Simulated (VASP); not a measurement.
# KI (I4mm) in VASP: notebook

KI is run at these levels: PBE; tasks: single point.

Everything below comes from runs of VASP 6.6.1. Logs are shortened: lines on timing, memory, paths and dates and some standing lists are left out, and cuts for length are marked.

## 1. The cell of the first run

The structure is tetragonal, space group I4mm (No. 107). The conventional cell has a = 5.073 Å, b = 5.073 Å, c = 7.175 Å, α = 90.00°, β = 90.00°, γ = 90.00°. K (site symmetry 4mm) has 1 I at 2.75 Å within 3.6 Å. I (site symmetry 4mm) has 1 K at 2.75 Å within 3.6 Å.

## 2. Single point, PBE

File INCAR:

```
PREC     = Accurate       # precision mode
ENCUT    = 520            # plane-wave cutoff, eV
EDIFF    = 1E-6           # SCF threshold, eV
ISMEAR   = 0              # smearing method
SIGMA    = 0.05           # smearing width, eV
LREAL    = F              # projectors in reciprocal space
LASPH    = T              # aspherical terms in the spheres
NELM     = 80             # most SCF steps
ALGO     = Normal         # electronic algorithm
ISIF     = 2              # what is computed and relaxed
LWAVE    = F              # write WAVECAR
LCHARG   = F              # write CHGCAR
GGA      = PE             # functional
NBANDS   = 15             # bands
```

File KPOINTS:

```
regular mesh
0
Gamma
  6 6 6
```

File POSCAR:

```
KI
1.0
    0.0000000000      3.5873258652      3.5873258652
    3.5873258652      0.0000000000      3.5873258652
    3.5873258652      3.5873258652      0.0000000000
K I
1 1
Direct
   -0.0889241769     -0.0889241769      0.0889241769
    0.5273968612      0.5273968612      0.4726031388
```

Potentials or basis: VASP PAW PBE potentials, release 64 (K_sv, I).

Run with:

```bash
$ cat potpaw_PBE.64/K_sv/POTCAR potpaw_PBE.64/I/POTCAR > POTCAR
$ mpirun -np 1 vasp_std > vasp.out
```

OUTCAR:

```text
PREC = Accurate
   ENCUT = 520
   EDIFF = 1E-6
   ISMEAR = 0
   LREAL = F
   LASPH = T
   NELM = 80
   ISIF = 2
   GGA = PE

 ion  position               nearest neighbor table
   1  0.911  0.911  0.089-   2 2.75   2 3.68   2 3.68   2 3.68   2 3.68
   2  0.527  0.527  0.473-   1 2.75   1 3.68   1 3.68   1 3.68   1 3.68

  LATTYP: Found a face centered cubic cell.
 ALAT       =     7.1746517304

  Lattice vectors:

 A1 = (   0.0000000000,   3.5873258652,   3.5873258652)
 A2 = (   3.5873258652,   0.0000000000,   3.5873258652)
 A3 = (   3.5873258652,   3.5873258652,   0.0000000000)

Analysis of symmetry for initial positions (statically):
=====================================================================
 Subroutine PRICEL returns:
 Original cell was already a primitive cell.

 Routine SETGRP: Setting up the symmetry group for a
 face centered cubic supercell.

 Subroutine GETGRP returns: Found  8 space group operations
 (whereof  8 operations were pure point group operations)
 out of a pool of 48 trial point group operations.

The static configuration has the point symmetry C_4v.

Analysis of symmetry for dynamics (positions and initial velocities):
=====================================================================
 Subroutine PRICEL returns:
 Original cell was already a primitive cell.

 Routine SETGRP: Setting up the symmetry group for a
 face centered cubic supercell.

 Subroutine GETGRP returns: Found  8 space group operations
 (whereof  8 operations were pure point group operations)
 out of a pool of 48 trial point group operations.

The dynamic configuration has the point symmetry C_4v.

 Subroutine INISYM returns: Found  8 space group operations
 (whereof  8 operations are pure point group operations),
 and found     1 'primitive' translations

----------------------------------------------------------------------------------------

                                     Primitive cell

  volume of cell :      92.3299

  direct lattice vectors                    reciprocal lattice vectors
     0.000000000  3.587325865  3.587325865    -0.139379588  0.139379588  0.139379588
     3.587325865  0.000000000  3.587325865     0.139379588 -0.139379588  0.139379588
     3.587325865  3.587325865  0.000000000     0.139379588  0.139379588 -0.139379588

  length of vectors
     5.073244891  5.073244891  5.073244891     0.241412527  0.241412527  0.241412527

  position of ions in fractional coordinates (direct lattice)
     0.911075823  0.911075823  0.088924177
     0.527396861  0.527396861  0.472603139

  ion indices of the primitive-cell ions
   primitive index   ion index
                 1           1
                 2           2

----------------------------------------------------------------------------------------

 KPOINTS: regular mesh

Automatic generation of k-mesh.
 Grid dimensions read from file:
 generate k-points for:    6    6    6

 Generating k-lattice:

  Cartesian coordinates                     Fractional coordinates (reciprocal lattice)
    -0.023229931  0.023229931  0.023229931     0.166666667  0.000000000  0.000000000
     0.023229931 -0.023229931  0.023229931     0.000000000  0.166666667  0.000000000
     0.023229931  0.023229931 -0.023229931     0.000000000  0.000000000  0.166666667

  Length of vectors
     0.040235421  0.040235421  0.040235421

  Shift w.r.t. Gamma in fractional coordinates (k-lattice)
     0.000000000  0.000000000  0.000000000

 Subroutine IBZKPT returns following result:
 ===========================================

 Found     30 irreducible k-points:

 Following reciprocal coordinates:
            Coordinates               Weight
  0.000000  0.000000  0.000000      1.000000
  0.166667  0.000000  0.000000      8.000000
  0.333333  0.000000  0.000000      8.000000
  0.500000  0.000000  0.000000      4.000000
  0.166667  0.166667  0.000000      2.000000
  0.000000  0.166667  0.166667      4.000000
[... 16 lines left out ...]
  0.500000  0.333333  0.166667      8.000000
  0.166667  0.500000  0.333333      8.000000
 [... further k-points ...]
   k-points           NKPTS =     30   k-points in BZ     NKDIM =     30   number of bands    NBANDS=     15
   number of dos      NEDOS =    301   number of ions     NIONS =      2
   total plane-waves  NPLWV =  64000
   dimension x,y,z NGX =    40 NGY =   40 NGZ =   40
   dimension x,y,z NGXF=    80 NGYF=   80 NGZF=   80
   ions per type =               1   1
   NGX,Y,Z   is equivalent  to a cutoff of  13.11, 13.11, 13.11 a.u.
   NGXF,Y,Z  is equivalent  to a cutoff of  26.22, 26.22, 26.22 a.u.
 SYSTEM =  unknown system
   PREC   = accura    normal or accurate (medium, high low for compatibility)
   ISTART =      0    job   : 0-new  1-cont  2-samecut
   ICHARG =      2    charge: 1-file 2-atom 10-const
   ISPIN  =      1    spin polarized calculation?
   LNONCOLLINEAR =      F non collinear calculations
   LSORBIT =      F    spin-orbit coupling
[... 28 lines left out ...]
   GGA     = PE    functional components
   LHFCALC =     F    Hartree Fock is set to
   AEXX    =    0.0000 exact exchange contribution
   IVDW    =     0    specifies the selected vdW correction
   LEPSILON=     F    determine dielectric tensor
   LRPA    =     F    only Hartree local field effects (RPA)
 non-spin polarized calculation
 Gauss-broadening in eV      SIGMA  =   0.05
  energy-cutoff  :      520.00
  volume of cell :       92.33
 maximum number of plane-waves:      2511
 NGX is ok and might be reduce to    40
   NGX = 19   NGY = 19   NGZ = 19

 number of electron      16.0000000 magnetization

 Free energy of the ion-electron system (eV)
  ---------------------------------------------------
  ext. energy  EPLUGINS =         0.00000000
  ---------------------------------------------------
  free energy    TOTEN  =        -4.90157614 eV

  energy without entropy =       -4.90157614  energy(sigma->0) =       -4.90157614

 E-fermi :  -0.4938     XC(G=0):  -6.9238

 val. band max:       -0.6970458326   @ k =   0.0000   0.0000   0.0000
 cond. band min:       3.1842145992   @ k =   0.0000   0.0000   0.0000
 fundamental gap:      3.8812604318
 Fermi energy:        -0.4938021952

 k-point     1 :       0.0000    0.0000    0.0000
  band No.  band energies     occupation
      1     -29.1293      2.00000
      2     -12.9637      2.00000
      3     -12.6120      2.00000
      4     -12.6120      2.00000
      5     -10.9342      2.00000
      6      -0.8123      2.00000
      7      -0.8123      2.00000
      8      -0.6970      2.00000
      9       3.1842      0.00000
     10       6.1640      0.00000
     11       6.2550      0.00000
     12       6.2550      0.00000
     13       6.6964      0.00000
     14       7.5071      0.00000
     15       8.3240      0.00000

 k-point     2 :       0.1667    0.0000    0.0000
  band No.  band energies     occupation
      1     -29.1288      2.00000
      2     -12.9867      2.00000
      3     -12.6227      2.00000
      4     -12.6137      2.00000
      5     -10.8759      2.00000
      6      -1.1199      2.00000
      7      -0.8513      2.00000
      8      -0.7536      2.00000
      9       3.7391      0.00000
     10       5.8284      0.00000
     11       6.1887      0.00000
     12       6.3784      0.00000
     13       7.2489      0.00000
     14       7.9669      0.00000
     15       9.1097      0.00000

 k-point     3 :       0.3333    0.0000    0.0000
  band No.  band energies     occupation
      1     -29.1278      2.00000
      2     -13.0327      2.00000
      3     -12.6392      2.00000
      4     -12.6169      2.00000
      5     -10.7631      2.00000
      6      -1.6283      2.00000
      7      -0.9281      2.00000
      8      -0.8310      2.00000
      9       4.5141      0.00000
     10       6.0327      0.00000
     11       6.5056      0.00000
     12       6.7334      0.00000
     13       7.9707      0.00000
     14       8.4181      0.00000
     15       8.9087      0.00000
[... 343 lines left out ...]
 k-point    23 :       0.5000    0.3333    0.1667
  band No.  band energies     occupation
      1     -29.1270      2.00000
      2     -13.0645      2.00000
      3     -12.6323      2.00000
      4     -12.6307      2.00000
      5     -10.7165      2.00000
      6      -1.4771      2.00000
      7      -1.1313      2.00000
      8      -0.9630      2.00000
      9       5.1398      0.00000
     10       5.2680      0.00000
     11       6.4133      0.00000
     12       7.3489      0.00000
     13       7.8917      0.00000
     14       8.1131      0.00000
     15       9.2069      0.00000

 k-point    24 :       0.1667    0.5000    0.3333
  band No.  band energies     occupation
      1     -29.1273      2.00000
      2     -13.0292      2.00000
      3     -12.6414      2.00000
      4     -12.6283      2.00000
      5     -10.7466      2.00000
      6      -1.5598      2.00000
      7      -1.2194      2.00000
      8      -0.9294      2.00000
      9       5.3847      0.00000
     10       5.5873      0.00000
     11       6.3177      0.00000
     12       7.3569      0.00000
     13       7.8061      0.00000
     14       8.4439      0.00000
     15       8.8265      0.00000

 [... further k-points ...]
[... 5 lines left out ...]
  --------------------------------------------------------------------------------------
  -------------------------------------------------------------------------------------
  Total       -0.1998070     -0.1998070      6.7162030      0.0000000     -0.0000000      0.0000000
  in kB       -3.4671996     -3.4671996    116.5445348      0.0000000     -0.0000000      0.0000000
  external PRESSURE =      36.5367118 kB  Pullay stress =       0.0000000 kB

 VOLUME and BASIS-vectors are now :
 -----------------------------------------------------------------------------
  energy-cutoff  :      520.00
  volume of cell :       92.33
      direct lattice vectors                 reciprocal lattice vectors
     0.000000000  3.587325865  3.587325865    -0.139379588  0.139379588  0.139379588
     3.587325865  0.000000000  3.587325865     0.139379588 -0.139379588  0.139379588
     3.587325865  3.587325865  0.000000000     0.139379588  0.139379588 -0.139379588

 POSITION                                       TOTAL-FORCE (eV/Angst)
 -----------------------------------------------------------------------------------
      3.58733      3.58733      6.53665         0.000000      0.000000      2.597266
      3.58733      3.58733      3.78389         0.000000      0.000000     -2.597266
 -----------------------------------------------------------------------------------
    total drift:                               -0.000000     -0.000000     -0.000126

  FREE ENERGIE OF THE ION-ELECTRON SYSTEM (eV)
  ---------------------------------------------------
  free  energy   TOTEN  =        -4.9015761356 eV

  energy  without entropy=       -4.9015761356  energy(sigma->0) =       -4.90157614
```

It took 61 s on 1 thread of Intel Xeon 8259CL, shared host; peak memory 0.25 GiB.

What came out:

* Free energy: -4.9016 eV
* Pressure: 3.7 GPa
* Largest force: 2.597 eV/Å
* Band gap on the k mesh: 3.88 eV, direct

Forces in eV/Å, atoms in the order of the input:
```
K    0.000  0.000  2.597
I    0.000  0.000 -2.597
```

Caveat: spin-orbit coupling is left out, which moves the levels of the heavy elements; forces of over 1 eV/Å act on the atoms, so gaps and moduli don't describe the material at rest. A hybrid or GW would open this gap; PBE tends to underestimate it.

## 3. Single point, PBE

File INCAR:

```
PREC = Accurate
ENCUT = 520
EDIFF = 1E-6
ISMEAR = 0
SIGMA = 0.05
LREAL = F
LASPH = T
NELM = 100
ALGO = Normal
ISIF = 2
LWAVE = F
LCHARG = T
GGA = PE
LELF = T
LVHAR = T
NBANDS = 15
```

File KPOINTS:

```
Automatic mesh
0
Gamma
  6 6 6
```

File POSCAR:

```
KI
1.0
    0.0000000000      3.5873258652      3.5873258652
    3.5873258652      0.0000000000      3.5873258652
    3.5873258652      3.5873258652      0.0000000000
K I
1 1
Direct
   -0.0177848354     -0.0177848354      0.0177848354
    0.5054793722      0.5054793722      0.4945206278
```

Potentials or basis: VASP PAW PBE potentials, release 64 (K_sv, I).

Run with:

```bash
$ cat potpaw_PBE.64/K_sv/POTCAR potpaw_PBE.64/I/POTCAR > POTCAR
$ mpirun -np 1 vasp_std > vasp.out
```

It took 64 s on 1 thread of Intel Xeon 8259CL, shared host; peak memory 0.25 GiB.

The run converged. Its results:

* Free energy: -5.5524 eV
* Pressure: 0.2 GPa
* Largest force: 0.157 eV/Å
* Band gap on the k mesh: 3.87 eV, direct

Forces in eV/Å, atoms in the order of the input:
```
K    0.000  0.000  0.157
I    0.000  0.000 -0.157
```

Stress tensor (GPa, compression positive):
```
0.04 0.00 0.00
0.00 0.04 0.00
0.00 0.00 0.39
```

Levels at points of the mesh, in eV from the valence-band top:
| k point | band 6 | band 7 | band 8 | band 9 | band 10 | band 11 |
| --- | --- | --- | --- | --- | --- | --- |
| (0.00, 0.00, 0.00) | 0.00 | 0.00 | 0.00 | 3.87 | 6.53 | 6.53 |
| (0.50, 0.00, 0.00) | -1.21 | -0.29 | -0.29 | 5.47 | 7.52 | 8.03 |
| (0.50, 0.50, 0.00) | -0.92 | -0.34 | -0.34 | 5.01 | 5.66 | 8.07 |
| (0.00, 0.50, 0.50) | -0.92 | -0.34 | -0.34 | 5.03 | 5.66 | 8.06 |

Caveat: spin-orbit coupling is left out, which moves the levels of the heavy elements.

## 4. Single point, PBE

File INCAR:

```
PREC     = Accurate       # precision mode
ENCUT    = 520            # plane-wave cutoff, eV
EDIFF    = 1E-7           # SCF threshold, eV
ISMEAR   = 0              # smearing method
SIGMA    = 0.05           # smearing width, eV
LREAL    = F              # projectors in reciprocal space
LASPH    = T              # aspherical terms in the spheres
NELM     = 100            # most SCF steps
ALGO     = Normal         # electronic algorithm
ISIF     = 2              # what is computed and relaxed
LWAVE    = F              # write WAVECAR
LCHARG   = F              # write CHGCAR
GGA      = PE             # functional
NBANDS   = 15             # bands
```

File KPOINTS:

```
regular mesh
0
Gamma
  6 6 6
```

File POSCAR:

```
KI
1.0
    0.0000000000      3.5873258652      3.5873258652
    3.5873258652      0.0000000000      3.5873258652
    3.5873258652      3.5873258652      0.0000000000
K I
1 1
Direct
   -0.0711393416     -0.0711393416      0.0711393416
    0.5219174889      0.5219174889      0.4780825111
```

Run with:

```bash
$ cat potpaw_PBE.64/K_sv/POTCAR potpaw_PBE.64/I/POTCAR > POTCAR
$ mpirun -np 1 vasp_std > vasp.out
```

Wall time 69 s (1 thread of Intel Xeon 8259CL, shared host); peak memory 0.25 GiB.

It converged, with:

* Free energy: -5.2320 eV
* Pressure: 2.1 GPa
* Largest force: 1.458 eV/Å
* Band gap on the k mesh: 3.92 eV, direct

Forces on the atoms (eV/Å):
```
K    0.000  0.000  1.458
I    0.000  0.000 -1.458
```

Stress tensor (GPa, compression positive):
```
-0.23  0.00  0.00
 0.00 -0.23  0.00
 0.00  0.00  6.61
```

Levels at points of the mesh, in eV from the valence-band top:
```tsv
k point	band 5	band 6	band 7	band 8	band 9	band 10	band 11	band 12
(0.00, 0.00, 0.00)	-10.30	-0.03	-0.03	0.00	3.92	6.78	6.84	6.84
(0.50, 0.00, 0.00)	-10.08	-1.13	-0.23	-0.19	5.45	7.27	7.83	8.02
(0.50, 0.50, 0.00)	-10.11	-0.77	-0.28	-0.28	5.11	5.67	7.28	8.38
(0.00, 0.50, 0.50)	-10.15	-0.86	-0.40	-0.25	5.38	5.67	8.18	8.69
```

Caveat: spin-orbit coupling is left out, which moves the levels of the heavy elements; forces of over 1 eV/Å act on the atoms, so gaps and moduli don't describe the material at rest.

## 5. Single point, PBE

File INCAR:

```
ALGO     = Normal         # electronic algorithm
EDIFF    = 1E-7           # SCF threshold, eV
ENCUT    = 520            # plane-wave cutoff, eV
GGA      = PE             # functional
ISIF     = 2              # what is computed and relaxed
ISMEAR   = 0              # smearing method
LASPH    = True           # aspherical terms in the spheres
LCHARG   = True           # write CHGCAR
LELF     = True           # ELF
LREAL    = False          # projectors in reciprocal space
LVHAR    = True         
LWAVE    = False          # write WAVECAR
NBANDS   = 15             # bands
NELM     = 100            # most SCF steps
PREC     = Accurate       # precision mode
SIGMA    = 0.05           # smearing width, eV
```

File KPOINTS:

```
k-points
0
Gamma
  6 6 6
```

File POSCAR:

```
KI
1.0
    0.0000000000      3.5873258652      3.5873258652
    3.5873258652      0.0000000000      3.5873258652
    3.5873258652      3.5873258652      0.0000000000
K I
1 1
Direct
   -0.0355696708     -0.0355696708      0.0355696708
    0.5109587445      0.5109587445      0.4890412555
```

Run with:

```bash
$ cat potpaw_PBE.64/K_sv/POTCAR potpaw_PBE.64/I/POTCAR > POTCAR
$ mpirun -np 1 vasp_std > vasp.out
```

It took 79 s on 1 thread of Intel Xeon 8259CL, shared host; peak memory 0.25 GiB.

It converged, with:

```yaml
Free_energy: -5.5085 eV
Pressure: 0.5 GPa
Largest_force: 0.388 eV/Å
Band_gap_on_the_k_mesh: 3.88 eV, direct
```

Forces in eV/Å, atoms in the order of the input:
```
K    0.000  0.000  0.388
I    0.000  0.000 -0.388
```

Stress tensor (GPa, compression positive):
```
-0.02  0.00  0.00
 0.00 -0.02  0.00
 0.00  0.00  1.43
```

Levels at points of the mesh, in eV from the valence-band top:
```
           k point  band 4  band 5  band 6  band 7  band 8  band 9  band 10  band 11  band 12  band 13
(0.00, 0.00, 0.00)  -12.02  -10.41   -0.01    0.00    0.00    3.88     6.59     6.60     6.60     7.25
(0.50, 0.00, 0.00)  -12.02  -10.18   -1.19   -0.27   -0.27    5.47     7.42     7.98     8.07     8.62
(0.50, 0.50, 0.00)  -12.04  -10.26   -0.89   -0.32   -0.32    5.04     5.68     7.82     8.14     9.43
(0.00, 0.50, 0.50)  -12.04  -10.27   -0.91   -0.35   -0.32    5.11     5.67     8.10     8.61     8.61
```

Caveat: spin-orbit coupling is left out, which moves the levels of the heavy elements. As with any semilocal functional, this PBE gap is likely too small.

## 6. Single point, PBE

This run uses another cell than the first one, of 47.40 Å³/atom, 1.027 times its volume.

File INCAR:

```
PREC = Accurate
ENCUT = 520
EDIFF = 1E-6
ISMEAR = 0
SIGMA = 0.05
LREAL = F
LASPH = T
NELM = 60
ALGO = Normal
ISIF = 2
LWAVE = F
LCHARG = F
GGA = PE
NBANDS = 15
```

File KPOINTS:

```
Automatic mesh
0
Gamma
  6 6 6
```

File POSCAR:

```
KI
1.0
    0.0000000000      3.6350372992      3.5873258652
    3.6350372992      0.0000000000      3.5873258652
    3.6350372992      3.6350372992      0.0000000000
K I
1 1
Direct
   -0.0889241769     -0.0889241769      0.0889241769
    0.5273968612      0.5273968612      0.4726031388
```

Potentials or basis: VASP PAW PBE potentials, release 64 (K_sv, I).

Run with:

```bash
$ cat potpaw_PBE.64/K_sv/POTCAR potpaw_PBE.64/I/POTCAR > POTCAR
$ mpirun -np 1 vasp_std > vasp.out
```

Wall time 55 s (1 thread of Intel Xeon 8259CL, shared host); peak memory 0.26 GiB.

Results (log left out):

```
Free energy            : -4.8945 eV
Pressure               : 3.4 GPa
Largest force          : 2.607 eV/Å
Band gap on the k mesh : 3.82 eV, direct
```

Forces on the atoms (eV/Å):
```
K    0.000  0.000  2.607
I    0.000  0.000 -2.607
```

Stress tensor (GPa, compression positive):
```
-0.57  0.00  0.00
 0.00 -0.57  0.00
 0.00  0.00 11.26
```

Levels at points of the mesh, in eV from the valence-band top:
```tsv
k point	band 5	band 6	band 7	band 8	band 9	band 10	band 11	band 12
(0.00, 0.00, 0.00)	-10.22	-0.12	-0.12	0.00	3.82	6.90	6.91	6.91
(0.50, 0.00, 0.00)	-10.01	-1.10	-0.27	-0.17	5.34	7.19	7.62	7.75
(0.50, 0.50, 0.00)	-10.01	-0.67	-0.33	-0.33	5.10	5.53	6.97	8.46
(0.50, 0.00, 0.50)	-10.06	-0.87	-0.47	-0.21	5.52	5.55	8.07	8.42
```

Caveat: spin-orbit coupling is left out, which moves the levels of the heavy elements; forces of over 1 eV/Å act on the atoms, so gaps and moduli don't describe the material at rest.
